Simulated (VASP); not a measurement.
## MnS: relaxation of cell and atoms with PBEsol

The system is MnS.

```
CELL_PARAMETERS angstrom
0.00000 2.80000 2.80000
2.80000 0.00000 2.80000
2.80000 2.80000 0.00000
ATOMIC_POSITIONS crystal
Mn 0.00000 0.00000 0.00000
S 0.75000 0.75000 0.75000
```

```
Program                : VASP 6.6.1
Task                   : relaxation of cell and atoms
Functional             : PBEsol
Potentials or basis    : VASP PAW PBE potentials, release 64 (Mn_pv, S)
Cutoff                 : 600 eV
k mesh                 : 14 × 14 × 14
Occupations            : gaussian, width 0.1 eV
Spin                   : collinear spin, ferromagnetic start
Starting moments       : [4.52, 0.12] μB
Dipole correction      : no
Further INCAR settings : ALGO = Normal; EDIFF = 1e-07; IBRION = 2; EDIFFG = -0.005; NSW = 100; ISIF = 3
```

```json
{"Relaxed volume": "20.51 Å³/atom", "Relaxed cell": "a = 3.871 Å, b = 3.871 Å, c = 3.871 Å, α = 60.00°, β = 60.00°, γ = 60.00°", "Space group after relaxing (to 0.05 Å)": "F-43m (No. 216)", "Energy gained by relaxing": "9.5 meV/atom", "Ionic steps": "4", "Pressure after relaxing": "0.0 GPa", "Net moment": "4.64 μB per cell", "Site moments": "Mn +4.12; S +0.06 μB", "Valence electrons inside the program's atomic spheres": "Mn 11.46; S 3.74"}
```

Step by step:
```csv
step,energy change (eV),largest force (eV/Å),pressure (GPa),volume (Å³)
1,0.0000,0.0000,-2.11,43.90
2,-0.0164,0.0000,-0.77,42.09
3,-0.0188,0.0000,-0.11,41.18
4,-0.0189,0.0000,-0.02,41.02
```

Final structure:
```cif
data_structure
_symmetry_space_group_name_H-M 'P 1'
_symmetry_Int_Tables_number 1
_cell_length_a 3.8712
_cell_length_b 3.8712
_cell_length_c 3.8712
_cell_angle_alpha 60.000
_cell_angle_beta 60.000
_cell_angle_gamma 60.000
_cell_volume 41.02
loop_
_atom_site_label
_atom_site_type_symbol
_atom_site_fract_x
_atom_site_fract_y
_atom_site_fract_z
_atom_site_occupancy
Mn1 Mn 0.00000 0.00000 0.00000 1
S1 S 0.75000 0.75000 0.75000 1
```

Levels at points of the mesh, in eV from the Fermi level:
Spin up:
```tsv
k point	band 9	band 10	band 11	band 12	band 13	band 14	band 15
(0.00, 0.00, 0.00)	-2.98	0.71	0.71	0.71	1.32	6.09	6.09
(0.50, 0.00, 0.00)	-2.85	-2.60	-0.44	-0.44	3.27	6.56	6.56
(0.50, 0.50, 0.00)	-2.72	-2.46	-1.90	-1.90	2.99	4.61	9.71
```
Spin down:
| k point | band 5 | band 6 | band 7 | band 8 | band 9 | band 10 |
| --- | --- | --- | --- | --- | --- | --- |
| (0.00, 0.00, 0.00) | -3.41 | -3.41 | -3.41 | 0.86 | 0.86 | 2.15 |
| (0.50, 0.00, 0.00) | -5.36 | -3.30 | -3.30 | 0.89 | 1.00 | 1.00 |
| (0.50, 0.50, 0.00) | -5.27 | -3.38 | -3.38 | -0.18 | 0.90 | 1.35 |

Run time: 6 min on 1 thread of Intel(R) Xeon(R) Platinum 8259CL CPU @ 2.50GHz (Skylake/Cascade Lake) (shared host), peak memory 0.3 GiB.

Caveat: the PAW data sets were made with another functional, which shifts forces and pressure a little; a cell with one magnetic atom can't hold antiferromagnetic order, which such compounds often take; semilocal functionals often make such compounds metallic where correlation or magnetic order opens a gap, which also shifts bond lengths. With open d or f shells a metallic result of PBEsol can be an artefact of self-interaction; +U or a hybrid may open a gap.
